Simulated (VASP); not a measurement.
# BeS (Fm-3m) in VASP: a series of runs, part 2 of 2

VASP 6.6.1. The steps go on from the part before.

### Step 3. G0W0 quasiparticle levels, PBE

POSCAR reads:

```
BeS
1.0
    0.0000000000      2.3172972170      2.3172972170
    2.3172972170      0.0000000000      2.3172972170
    2.3172972170      2.3172972170      0.0000000000
Be S
1 1
Direct
    0.0000000000      0.0000000000      0.0000000000
    0.5000000000      0.5000000000      0.5000000000
```

INCAR.step1 reads:

```
PREC     = Accurate       # precision mode
ENCUT    = 500            # plane-wave cutoff, eV
EDIFF    = 1E-8           # SCF threshold, eV
ISMEAR   = 0              # smearing method
SIGMA    = 0.01           # smearing width, eV
LREAL    = False          # projectors in reciprocal space
LASPH    = True           # aspherical terms in the spheres
NELM     = 60             # most SCF steps
ALGO     = Normal         # electronic algorithm
LWAVE    = True           # write WAVECAR
LCHARG   = False          # write CHGCAR
GGA      = PE             # functional
```

INCAR.step2 reads:

```
PREC     = Accurate       # precision mode
ENCUT    = 500            # plane-wave cutoff, eV
EDIFF    = 1E-8           # SCF threshold, eV
ISMEAR   = 0              # smearing method
SIGMA    = 0.01           # smearing width, eV
LREAL    = False          # projectors in reciprocal space
LASPH    = True           # aspherical terms in the spheres
NELM     = 1              # most SCF steps
ALGO     = Exact          # electronic algorithm
LWAVE    = True           # write WAVECAR
LCHARG   = False          # write CHGCAR
GGA      = PE             # functional
NBANDS   = 268            # bands
LOPTICS  = True           # frequency-dependent dielectric function
ISTART   = 1
```

INCAR.step3 reads:

```
PREC     = Accurate       # precision mode
ENCUT    = 500            # plane-wave cutoff, eV
EDIFF    = 1E-8           # SCF threshold, eV
ISMEAR   = 0              # smearing method
SIGMA    = 0.01           # smearing width, eV
LREAL    = False          # projectors in reciprocal space
LASPH    = True           # aspherical terms in the spheres
ALGO     = EVGW0          # electronic algorithm
LWAVE    = False          # write WAVECAR
LCHARG   = False          # write CHGCAR
GGA      = PE             # functional
NELMGW   = 1            
NBANDS   = 268            # bands
ENCUTGW  = 200            # cutoff of the response function
NOMEGA   = 96             # frequency points
PRECFOCK = Fast         
ISTART   = 1            
NBANDSGW = 12           
OMEGAMAX = 20
```

KPOINTS reads:

```
regular mesh
0
Gamma
  6 6 6
```

Potentials or basis: VASP PAW PBE potentials, release 64 (Be_GW, S_GW).

Command:

```console
> cat potpaw_PBE.64/Be_GW/POTCAR potpaw_PBE.64/S_GW/POTCAR > POTCAR
> cp INCAR.step1 INCAR
> mpirun -np 1 vasp_std > vasp.out
> cp INCAR.step2 INCAR
> mpirun -np 1 vasp_std > vasp.out
> cp INCAR.step3 INCAR
> mpirun -np 1 vasp_std > vasp.out
```

OUTCAR:

```text
PREC = Accurate
   ENCUT = 500
   EDIFF = 1E-8
   ISMEAR = 0
   LREAL = False
   LASPH = True
   GGA = PE
   NELMGW = 1
   ENCUTGW = 200
   PRECFOCK = Fast
   ISTART = 1

 ion  position               nearest neighbor table
   1  0.000  0.000  0.000-   2 2.32   2 2.32   2 2.32   2 2.32   2 2.32   2 2.32
   2  0.500  0.500  0.500-   1 2.32   1 2.32   1 2.32   1 2.32   1 2.32   1 2.32

  LATTYP: Found a face centered cubic cell.
 ALAT       =     4.6345944340

  Lattice vectors:

 A1 = (   0.0000000000,   2.3172972170,   2.3172972170)
 A2 = (   2.3172972170,   0.0000000000,   2.3172972170)
 A3 = (   2.3172972170,   2.3172972170,   0.0000000000)

Analysis of symmetry for initial positions (statically):
=====================================================================
 Subroutine PRICEL returns:
 Original cell was already a primitive cell.

 Routine SETGRP: Setting up the symmetry group for a
 face centered cubic supercell.

 Subroutine GETGRP returns: Found 48 space group operations
 (whereof 48 operations were pure point group operations)
 out of a pool of 48 trial point group operations.

The static configuration has the point symmetry O_h .

Analysis of symmetry for dynamics (positions and initial velocities):
=====================================================================
 Subroutine PRICEL returns:
 Original cell was already a primitive cell.

 Routine SETGRP: Setting up the symmetry group for a
 face centered cubic supercell.

 Subroutine GETGRP returns: Found 48 space group operations
 (whereof 48 operations were pure point group operations)
 out of a pool of 48 trial point group operations.

The dynamic configuration has the point symmetry O_h .

 Subroutine INISYM returns: Found 48 space group operations
 (whereof 48 operations are pure point group operations),
 and found     1 'primitive' translations

----------------------------------------------------------------------------------------

                                     Primitive cell

  volume of cell :      24.8872

  direct lattice vectors                    reciprocal lattice vectors
     0.000000000  2.317297217  2.317297217    -0.215768610  0.215768610  0.215768610
     2.317297217  0.000000000  2.317297217     0.215768610 -0.215768610  0.215768610
     2.317297217  2.317297217  0.000000000     0.215768610  0.215768610 -0.215768610

  length of vectors
     3.277153152  3.277153152  3.277153152     0.373722196  0.373722196  0.373722196

  position of ions in fractional coordinates (direct lattice)
     0.000000000  0.000000000  0.000000000
     0.500000000  0.500000000  0.500000000

  ion indices of the primitive-cell ions
   primitive index   ion index
                 1           1
                 2           2

----------------------------------------------------------------------------------------

 KPOINTS: regular mesh

Automatic generation of k-mesh.
 Grid dimensions read from file:
 generate k-points for:    6    6    6

 Generating k-lattice:

  Cartesian coordinates                     Fractional coordinates (reciprocal lattice)
    -0.035961435  0.035961435  0.035961435     0.166666667  0.000000000  0.000000000
     0.035961435 -0.035961435  0.035961435     0.000000000  0.166666667  0.000000000
     0.035961435  0.035961435 -0.035961435     0.000000000  0.000000000  0.166666667

  Length of vectors
     0.062287033  0.062287033  0.062287033

  Shift w.r.t. Gamma in fractional coordinates (k-lattice)
     0.000000000  0.000000000  0.000000000

 Subroutine IBZKPT returns following result:
 ===========================================

 Found     16 irreducible k-points:

 Following reciprocal coordinates:
            Coordinates               Weight
  0.000000  0.000000  0.000000      1.000000
  0.166667  0.000000  0.000000      8.000000
  0.333333  0.000000  0.000000      8.000000
  0.500000  0.000000  0.000000      4.000000
  0.166667  0.166667  0.000000      6.000000
  0.333333  0.166667  0.000000     24.000000
[... 8 lines left out ...]
 -0.333333  0.333333  0.166667     24.000000
 -0.333333  0.500000  0.166667     12.000000
   k-points           NKPTS =     16   k-points in BZ     NKDIM =    216   number of bands    NBANDS=    268
   number of dos      NEDOS =    301   number of ions     NIONS =      2
   total plane-waves  NPLWV =  13824
   dimension x,y,z NGX =    24 NGY =   24 NGZ =   24
   dimension x,y,z NGXF=    48 NGYF=   48 NGZF=   48
   ions per type =               1   1
   NGX,Y,Z   is equivalent  to a cutoff of  12.17, 12.17, 12.17 a.u.
   NGXF,Y,Z  is equivalent  to a cutoff of  24.35, 24.35, 24.35 a.u.
 SYSTEM =  unknown system
   PREC   = accura    normal or accurate (medium, high low for compatibility)
   ISTART =      1    job   : 0-new  1-cont  2-samecut
   ICHARG =      0    charge: 1-file 2-atom 10-const
   ISPIN  =      1    spin polarized calculation?
   LNONCOLLINEAR =      F non collinear calculations
   LSORBIT =      F    spin-orbit coupling
   LASPH  =      T    aspherical Exc in radial PAW
   ENCUT  =  500.0 eV  36.75 Ry    6.06 a.u.   5.98  5.98  5.98*2*pi/ulx,y,z
   NELM   =     60;   NELMIN=  2; NELMDL=  0     # of ELM steps
   EDIFF  = 0.1E-07   stopping-criterion for ELM
   LREAL  =      F    real-space projection
   EDIFFG = 0.1E-06   stopping-criterion for IOM
   NSW    =      0    number of steps for IOM
   IBRION =     -1    ionic relax: 0-MD 1-quasi-New 2-CG
   NFREE  =      0    steps in history (QN), initial steepest desc. (CG)
   ISIF   =      0    stress and relaxation
   ISYM   =      3    0-nonsym 1-usesym 2-fastsym
   POTIM  = 0.5000    time-step for ionic-motion
   TEBEG  =    0.0;   TEEND  =   0.0 temperature during run
   PSTRESS=    0.0 pullay stress
   NELECT =       8.0000    total number of electrons
   NUPDOWN=      -1.0000    fix difference up-down
   EMIN   =  10.00;   EMAX   =-10.00  energy-range for DOS
   EFERMI =   0.00;   METHOD = LEGACY
   ISMEAR =     0;   SIGMA  =   0.01  broadening in eV -4-tet -1-fermi 0-gaus
   EFERMI_NEDOS =   21; number of points for ismear=-14 and -15
   IALGO  =     38    algorithm
   IMIX   =      4    mixing-type and parameters
     AMIX     =   0.40;   BMIX     =  1.00
     AMIX_MAG =   1.60;   BMIX_MAG =  1.00
  volume/ion in A,a.u.               =      12.44        83.97
  Fermi-wavevector in a.u.,A,eV,Ry     =   1.121450  2.119232 17.111356  1.257649
  Thomas-Fermi vector in A             =   2.258103
   LORBIT       =      0    0 simple, 1 ext, 2 COOP (PROOUT), +10 PAW based schemes
   GGA     = PE    functional components
   LHFCALC =     T    Hartree Fock is set to
   PRECFOCK=fast      Normal, Fast or Accurate (Low or Medium for compatibility)
   ENCUT4O =  -1.0   cutoff for four orbital integrals eV
   NKREDX  =     1    reduce k-point grid by
   NKREDY  =     1    reduce k-point grid by
   NKREDZ  =     1    reduce k-point grid by
   AEXX    =    1.0000 exact exchange contribution
   HFSCREEN=    0.0000 screening length (either q_TF or 0.3 A-1)
   HFSCREENC=   0.0000 screening length for correlation (either q_TF or 0.3 A-1)
   ENCUTFOCK=  -1.0 apply spherical cutoff to Coloumb kernel
   IVDW    =     0    specifies the selected vdW correction
   LEPSILON=     F    determine dielectric tensor
   LRPA    =     F    only Hartree local field effects (RPA)
   LRPAFORCE           =     F    calculate RPA forces
   ENCUTGW             = 200.0    cutoff for response function in eV
   ENCUTGWSOFT         = 160.0    soft cutoff for Coulomb kernel in GW response function in eV
   ENCUTLF             =  -1.0    cutoff for local field effects
   NELMGW              =     1    number of iterations in solving QP/BSE equation
   NELMHF              =     1    number of iterations in the inner HF iteration
   NKREDLFX            =     1    NKREDLFY  =   1   NKREDLFZ  =   1
 non-spin polarized calculation
 Gauss-broadening in eV      SIGMA  =   0.01
  energy-cutoff  :      500.00
  volume of cell :       24.89
 maximum number of plane-waves:       641
  NGX = 14; NGY = 14; NGZ = 14
   NGX = 11   NGY = 11   NGZ = 11
 maximum number of plane-waves:       169

 QP shifts <psi_nk| G(iteration)W_0 |psi_nk>: iteration 1
 for sc-GW calculations column KS-energies equals QP-energies in previous step
 and V_xc(KS)=  KS-energies - (<T + V_ion + V_H > + <T+V_H+V_ion>^1  + <V_x>^1)

 k-point   1 :       0.0000    0.0000    0.0000
  band No.  KS-energies  QP-energies   sigma(KS)   V_xc(KS)     V^pw_x(r,r')   Z            occupation Imag(sigma)

      1      -8.9317      -9.7158     -13.7965     -12.6605     -21.3340       0.6902       2.0000       1.5013
      2       5.8614       5.0954     -14.4867     -13.4927     -15.9374       0.7706       2.0000       0.0329
      3       5.8614       5.0954     -14.4867     -13.4927     -15.9374       0.7706       2.0000       0.0329
      4       5.8614       5.0954     -14.4867     -13.4927     -15.9374       0.7706       2.0000       0.0329
      5      11.4373      11.6397     -11.4538     -11.7176      -6.2628       0.7674       0.0000      -0.0777
      6      14.9105      15.1838     -10.5495     -10.8992      -5.2866       0.7815       0.0000      -0.1070
      7      14.9105      15.1838     -10.5495     -10.8992      -5.2866       0.7815       0.0000      -0.1070
      8      14.9105      15.1838     -10.5495     -10.8992      -5.2866       0.7815       0.0000      -0.1070
      9      15.7423      16.0017     -10.1049     -10.4569      -3.4152       0.7366       0.0000      -0.2991
     10      15.7423      16.0017     -10.1049     -10.4569      -3.4152       0.7366       0.0000      -0.2991
     11      15.7423      16.0017     -10.1049     -10.4569      -3.4152       0.7366       0.0000      -0.2991
     12      18.0853      18.3819     -11.6686     -12.0569      -5.4198       0.7641       0.0000      -0.4343
[... 228 lines left out ...]
      1      -5.6079      -6.2858     -14.9319     -13.9964     -21.4679       0.7247       2.0000       1.0205
      2       0.0059      -0.8304     -12.7155     -11.5573     -16.2280       0.7221       2.0000       0.1957
      3       1.6679       0.8239     -13.0609     -11.9187     -15.8383       0.7389       2.0000       0.1030
      4       2.3756       1.5522     -13.0477     -11.9421     -15.4387       0.7448       2.0000       0.0768
      5       9.2766       9.4499     -10.9947     -11.2180      -6.5594       0.7757       0.0000      -0.0540
      6      13.0478      13.2426     -10.5249     -10.7731      -5.5028       0.7850       0.0000      -0.0768
      7      13.7700      14.0853     -11.0705     -11.4908      -5.1965       0.7503       0.0000      -0.1643
      8      17.6846      18.0071     -11.8573     -12.2867      -5.3845       0.7511       0.0000      -0.2734
      9      18.5486      18.8522     -10.9594     -11.3723      -3.6896       0.7352       0.0000      -0.5302
     10      20.7031      21.0068     -10.4697     -10.8690      -3.1805       0.7606       0.0000      -0.7105
     11      23.7281      24.1242     -12.5054     -13.0491      -4.7923       0.7286       0.0000      -0.6379
     12      24.7008      25.0366     -12.2186     -12.6641      -4.3191       0.7537       0.0000      -1.1255
```

It took 6.5 min on 1 thread of Intel Xeon 6975P-C (Granite Rapids), shared host; peak memory 0.98 GiB.

Results:

```
Quasiparticle gap                                   : 1.83 eV
Least direct quasiparticle gap                      : 5.08 eV
Band gap of the starting levels on the mesh         : 0.97 eV
Least direct gap of the starting levels on the mesh : 4.14 eV
```

Caveat: the k points lie up to 0.39 Å⁻¹ apart; bands, screening cutoff and mesh are small and nothing is extrapolated, so the quasiparticle values aren't converged; the structure was generated, so it needn't be the stable form of BeS.
